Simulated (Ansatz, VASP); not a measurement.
## MoS2: VASP beside Ansatz

```
Mo S
1.0
     3.16900    0.00000    0.00000
    -1.58450    2.74443    0.00000
     0.00000    0.00000   12.32400
Mo S
2 4
Direct
  0.33333 0.66667 0.25000
  0.66667 0.33333 0.75000
  0.33333 0.66667 0.62300
  0.66667 0.33333 0.12300
  0.33333 0.66667 0.87700
  0.66667 0.33333 0.37700
```

Alike in both runs: task single point; functional PBE; k mesh 18 × 18 × 4; occupations gaussian, width 0.05 eV; no spin polarisation.

|  | VASP | Ansatz |
| --- | --- | --- |
| version | VASP 6.6.1 | Ansatz 0.2.0 |
| potentials or method | VASP PAW PBE potentials, release 64 (Mo_sv, S), cutoff 520 eV | scalar-relativistic, plane waves, PAW |
| valence electrons in the cell | 52 | 52 |

```tsv
	VASP	Ansatz	Ansatz less VASP
gap on the k mesh at the Fermi level (eV)	0.90	0.88	-0.014
pressure (GPa)	1.9	2.0	+0.12
traceless stress, the component that is largest in VASP (GPa)	0.24	0.28	+0.033
rms of the force components (eV/Å)	0.037	0.031	-0.0059
```

Atom by atom the forces differ by 0.006 eV/Å (rms over components).
